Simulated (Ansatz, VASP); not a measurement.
## CdSe: VASP beside Ansatz

```
Cd Se
1.0
    -0.22308    3.34544    3.04131
     3.04131   -0.22308    3.04131
     2.81823    3.12236    0.00000
Cd Se
1 1
Direct
  0.00000 0.00000 0.00000
  0.75000 0.75000 0.75000
```

Change from the starting cell: engineering shear strain xz -0.1467, normal strain along z +0.1000.

Alike in both runs: task single point; functional PBEsol; k mesh 10 × 10 × 10; occupations gaussian, width 0.05 eV; no spin polarisation.

|  | VASP | Ansatz |
| --- | --- | --- |
| version | VASP 6.6.1 | Ansatz 0.2.0 |
| potentials or method | VASP PAW PBE potentials, release 64 (Cd, Se), cutoff 520 eV | scalar-relativistic, plane waves, PAW |
| valence electrons in the cell | 18 | 36 |

```csv
,VASP,Ansatz,Ansatz less VASP
gap on the k mesh at the Fermi level (eV),0.31,0.31,+0.002
least direct gap on the mesh (eV),0.31,0.31,+0.002
pressure (GPa),-2.7,-2.9,-0.25
"traceless stress, the component that is largest in VASP (GPa)",4.24,4.12,-0.117
rms of the force components (eV/Å),0.272,0.255,-0.0168
```

VASP's potentials were made for PBE, not for PBEsol. Atom by atom the forces differ by 0.017 eV/Å (rms over components). VASP's potentials hold 18 valence electrons a cell and Ansatz's 36, so a difference there can come from the potentials and not from the codes.
